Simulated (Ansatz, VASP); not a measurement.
Two plane-wave programs on AlCu

The input INCAR:

```
PREC = Accurate
ENCUT = 600
EDIFF = 1E-6
ISMEAR = -1
SIGMA = 0.05
LREAL = False
LASPH = True
NELM = 100
ALGO = Normal
ISIF = 3
LWAVE = False
LCHARG = False
GGA = PE
IBRION = 2
NSW = 60
EDIFFG = -0.005
```

The input KPOINTS:

```
regular mesh
0
Gamma
  14 14 14
```

File POSCAR:

```
AlCu
1.0
    0.0000000000      2.5189918944      2.5189918944
    2.5189918944      0.0000000000      2.5189918944
    2.5189918944      2.5189918944      0.0000000000
Cu Al
1 1
Direct
    0.0000000000      0.0000000000      0.0000000000
    0.5000000000      0.5000000000      0.5000000000
```

Input for Ansatz:

```yaml
crystal:
  lattice:
    - [0.0, 2.5189918944, 2.5189918944]
    - [2.5189918944, 0.0, 2.5189918944]
    - [2.5189918944, 2.5189918944, 0.0]
  atoms:
    - { symbol: Cu, position: [0.0, 0.0, 0.0] }
    - { symbol: Al, position: [0.5, 0.5, 0.5] }
kpoints:
  mp_grid: { grid: [14, 14, 14] }
scf:
  occupations: { method: fermi_dirac, width: 0.05 }
hamiltonian:
  xc: pbe
  pseudopotentials: { kind: paw }
output:
  forces: true
  stress: true
relax:
  f_tol: 0.005
  max_steps: 40
  cell: {}
```

Alike in both runs: task relaxation of cell and atoms; functional PBE; k mesh 14 × 14 × 14; occupations fermi-dirac, width 0.05 eV; no spin polarisation.

|  | VASP | Ansatz |
| --- | --- | --- |
| version | VASP 6.6.1 | Ansatz 0.2.0 |
| potentials or method | VASP PAW PBE potentials, release 64 (Cu, Al) | PAW with Ansatz's default frozen-core files, scalar-relativistic |
| plane-wave cutoff (eV) | 600 | 420 |
| valence electrons in the cell | 14 | 22 |

|  | VASP | Ansatz | Ansatz less VASP |
| --- | --- | --- | --- |
| relaxed volume (Å³/atom) | 16.18 | 16.11 | -0.069 |
| relaxed cell length with the largest relative difference (Å) | 3.577 | 3.572 | -0.0051 |

VASP's potentials hold 14 valence electrons a cell and Ansatz's 22, so a difference there can come from the potentials and not from the codes.
